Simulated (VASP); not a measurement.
# La (P6_3/mmc) in VASP: a series of runs, part 2 of 2

VASP 6.6.1. The steps go on from the part before.

### Step 4. Single point, LDA

This run uses another cell than the first one, of 37.70 Å³/atom, 1.041 times its volume.

The input, INCAR:

```
SYSTEM = La
ALGO     = Normal         ! electronic algorithm
EDIFF    = 1E-6           ! SCF threshold, eV
ENCUT    = 520            ! plane-wave cutoff, eV
GGA      = CA             ! functional
ISIF     = 2              ! what is computed and relaxed
ISMEAR   = -1             ! smearing method
LASPH    = .TRUE.         ! aspherical terms in the spheres
LCHARG   = .TRUE.         ! write CHGCAR
LELF     = .TRUE.         ! ELF
LREAL    = .FALSE.        ! projectors in reciprocal space
LVHAR    = .TRUE.       
LWAVE    = .FALSE.        ! write WAVECAR
NBANDS   = 18             ! bands
NELM     = 100            ! most SCF steps
PREC     = Accurate       ! precision mode
SIGMA    = 0.05           ! smearing width, eV
```

The input, KPOINTS:

```
k-points
0
G
  8 8 5
  0 0 0
```

The input, POSCAR:

```
La
1.0
    3.7748351609      0.0000000000      0.0000000000
   -1.8874175804      3.2691031444      0.0000000000
    0.0000000000      0.0000000000      6.1101998470
La
2
Direct
    0.6666666667      0.3333333333      0.7500000000
    0.3333333333      0.6666666667      0.2500000000
```

Potentials or basis: VASP PAW LDA potentials, release 64 (La).

Run with:

```sh
$ cat potpaw_LDA.64/La/POTCAR > POTCAR
$ mpirun -np 1 vasp_std > vasp.out
```

OUTCAR:

```text
SYSTEM = La
   EDIFF = 1E-6
   ENCUT = 520
   GGA = CA
   ISIF = 2
   ISMEAR = -1
   LASPH = .TRUE.
   LREAL = .FALSE.
   NELM = 100
   PREC = Accurate

 ion  position               nearest neighbor table
   1  0.667  0.333  0.750-
   2  0.333  0.667  0.250-

  LATTYP: Found a hexagonal cell.
 ALAT       =     3.7748351609
 C/A-ratio  =     1.6186666666

  Lattice vectors:

 A1 = (   3.7748351609,   0.0000000000,   0.0000000000)
 A2 = (  -1.8874175804,   3.2691031444,   0.0000000000)
[... 191 lines left out ...]
      5      -8.4638      2.00000
      6      -8.2830      2.00000
[... 481 lines left out ...]
      5      -8.7293      2.00000
      6      -8.6246      2.00000
[... 10 lines left out ...]
     17       9.0621      0.00000
     18       9.1186      0.00000

 [... further k-points ...]
[... 5 lines left out ...]
  --------------------------------------------------------------------------------------
  -------------------------------------------------------------------------------------
  Total       -1.4950969     -1.4950969     -1.6410383     -0.0000000     -0.0000000      0.0000000
  in kB      -31.7685866    -31.7685866    -34.8696249     -0.0000000     -0.0000000      0.0000000
  external PRESSURE =     -32.8022660 kB  Pullay stress =       0.0000000 kB

 VOLUME and BASIS-vectors are now :
 -----------------------------------------------------------------------------
  energy-cutoff  :      520.00
  volume of cell :       75.40
      direct lattice vectors                 reciprocal lattice vectors
     3.774835161  0.000000000  0.000000000     0.264912230  0.152947147  0.000000000
    -1.887417580  3.269103144  0.000000000     0.000000000  0.305894294  0.000000000
     0.000000000  0.000000000  6.110199847     0.000000000  0.000000000  0.163660768

 POSITION                                       TOTAL-FORCE (eV/Angst)
 -----------------------------------------------------------------------------------
      1.88742      1.08970      4.58265        -0.000000      0.000000      0.000000
     -0.00000      2.17940      1.52755         0.000000     -0.000000      0.000000
 -----------------------------------------------------------------------------------
    total drift:                               -0.000000      0.000000     -0.000000

  FREE ENERGIE OF THE ION-ELECTRON SYSTEM (eV)
  ---------------------------------------------------
  free  energy   TOTEN  =       -10.9659417851 eV

  energy  without entropy=      -10.9280094451  energy(sigma->0) =      -10.94697562
```

stdout:

```text
POSCAR found type information on POSCAR La
 POSCAR found :  1 types and       2 ions
 scaLAPACK will be used
 LDA part: xc-table for (Slater(with rela. corr.)+CA(PZ))
 , standard interpolation
 POSCAR, INCAR and KPOINTS ok, starting setup
 FFT: planning ... GRIDC
 FFT: planning ... GRID_SOFT
 FFT: planning ... GRID
 WAVECAR not read
 entering main loop
```

It took 22 s on 1 thread of Intel Xeon 6975P-C (Granite Rapids), shared host; peak memory 0.18 GiB.

What came out:

```yaml
Free_energy: -10.9659 eV
Pressure: -3.3 GPa
Band_gap_on_the_k_mesh: zero (band 11 reaches 8.50 eV, above the bottom of band 12 at 7.31 eV)
```

Caveat: spin-orbit coupling is left out, which moves the levels of the heavy elements.

### Step 5. Single point, LDA

This run uses another cell than the first one, of 38.44 Å³/atom, 1.061 times its volume.

The input, INCAR:

```
SYSTEM = La
PREC = Accurate
ENCUT = 520
EDIFF = 1E-6
ISMEAR = -1
SIGMA = 0.05
LREAL = .FALSE.
LASPH = .TRUE.
NELM = 100
ALGO = Fast
ISIF = 2
LWAVE = .FALSE.
LCHARG = .TRUE.
GGA = CA
LELF = .TRUE.
LVHAR = .TRUE.
NBANDS = 18
```

The input, KPOINTS:

```
Automatic mesh
0
G
  8 8 5
  0 0 0
```

The input, POSCAR:

```
La
1.0
    3.7993477643      0.0000000000      0.0000000000
   -1.8996738822      3.2903316817      0.0000000000
    0.0000000000      0.0000000000      6.1498775812
La
2
Direct
    0.6666666667      0.3333333333      0.7500000000
    0.3333333333      0.6666666667      0.2500000000
```

Run with:

```sh
$ cat potpaw_LDA.64/La/POTCAR > POTCAR
$ mpirun -np 1 vasp_std > vasp.out
```

Run time: 1.7 min. Hardware: 1 thread of Intel Xeon 6975P-C (Granite Rapids), shared host; peak memory 0.19 GiB.

Results (log left out):

| Quantity | Value |
| --- | --- |
| Free energy | -10.9340 eV |
| Pressure | -3.7 GPa |
| Band gap on the k mesh | zero (band 11 reaches 8.30 eV, above the bottom of band 12 at 7.15 eV) |

Stress tensor (GPa, compression positive):
```
-3.54  0.00  0.00
 0.00 -3.54  0.00
 0.00  0.00 -3.90
```

Levels at points of the mesh, in eV from the Fermi level:
```
           k point  band 8  band 9  band 10  band 11  band 12  band 13  band 14  band 15
(0.00, 0.00, 0.00)  -15.83   -3.21    -1.72     0.98     1.27     1.28     1.32     1.40
(0.50, 0.00, 0.00)  -16.01   -1.51    -1.16    -1.06     1.08     1.19     1.21     1.27
```

Caveat: spin-orbit coupling is left out, which moves the levels of the heavy elements.

### Step 6. Single point, LDA

This run uses another cell than the first one, of 39.18 Å³/atom, 1.082 times its volume.

The input, INCAR:

```
SYSTEM = La
PREC = Accurate
ENCUT = 520
EDIFF = 1E-7
ISMEAR = -1
SIGMA = 0.05
LREAL = .False.
LASPH = .True.
NELM = 60
ALGO = Normal
ISIF = 2
LWAVE = .False.
LCHARG = .False.
NBANDS = 18
```

The input, KPOINTS:

```
regular mesh
0
Gamma
  8 8 5
  0 0 0
```

The input, POSCAR:

```
La
1.0
    3.8235480841      0.0000000000      0.0000000000
   -1.9117740420      3.3112897734      0.0000000000
    0.0000000000      0.0000000000      6.1890498321
La
2
Direct
    0.6666666667      0.3333333333      0.7500000000
    0.3333333333      0.6666666667      0.2500000000
```

Potentials or basis: VASP PAW LDA potentials, release 64 (La).

Run with:

```sh
$ cat potpaw_LDA.64/La/POTCAR > POTCAR
$ mpirun -np 1 vasp_std > vasp.out
```

It took 32 s on 1 thread of Intel Xeon 6975P-C (Granite Rapids), shared host; peak memory 0.18 GiB.

Results (log left out):

* Free energy: -10.8986 eV
* Pressure: -4.0 GPa
* Band gap on the k mesh: zero (band 11 reaches 8.12 eV, above the bottom of band 12 at 6.98 eV)

Stress tensor (GPa, compression positive):
```
-3.90  0.00  0.00
 0.00 -3.90  0.00
 0.00  0.00 -4.29
```

Levels at points of the mesh, in eV from the Fermi level:
| k point | band 7 | band 8 | band 9 | band 10 | band 11 | band 12 | band 13 | band 14 | band 15 | band 16 |
| --- | --- | --- | --- | --- | --- | --- | --- | --- | --- | --- |
| (0.00, 0.00, 0.00) | -15.91 | -15.89 | -3.22 | -1.70 | 0.97 | 1.25 | 1.25 | 1.29 | 1.36 | 1.46 |
| (0.50, 0.00, 0.00) | -16.19 | -16.06 | -1.46 | -1.16 | -1.03 | 1.03 | 1.15 | 1.20 | 1.24 | 1.54 |

Caveat: spin-orbit coupling is left out, which moves the levels of the heavy elements.

### Step 7. Overview

| cell | gap on the mesh (eV) | pressure (GPa) |
| --- | --- | --- |
| a = 3.725, b = 3.725, c = 6.029 Å, angles 90.0, 90.0, 120.0°, 2 atoms | none | -2.4 |
| a = 3.750, b = 3.750, c = 6.070 Å, angles 90.0, 90.0, 120.0°, 2 atoms | none | -2.9 |
| a = 3.775, b = 3.775, c = 6.110 Å, angles 90.0, 90.0, 120.0°, 2 atoms | none | -3.3 |
| a = 3.799, b = 3.799, c = 6.150 Å, angles 90.0, 90.0, 120.0°, 2 atoms | none | -3.7 |
| a = 3.824, b = 3.824, c = 6.189 Å, angles 90.0, 90.0, 120.0°, 2 atoms | none | -4.0 |

Alike in all rows: task single point; level LDA; potentials or basis VASP PAW LDA potentials, release 64 (La); no spin polarisation; k mesh 8 × 8 × 5; cutoff (eV) 520; smearing fermi-dirac 0.05 eV.

Caveats: spin-orbit coupling is left out, which moves the levels of the heavy elements.

Total energies depend on the potentials used, so only differences within one code and one set of settings carry meaning.
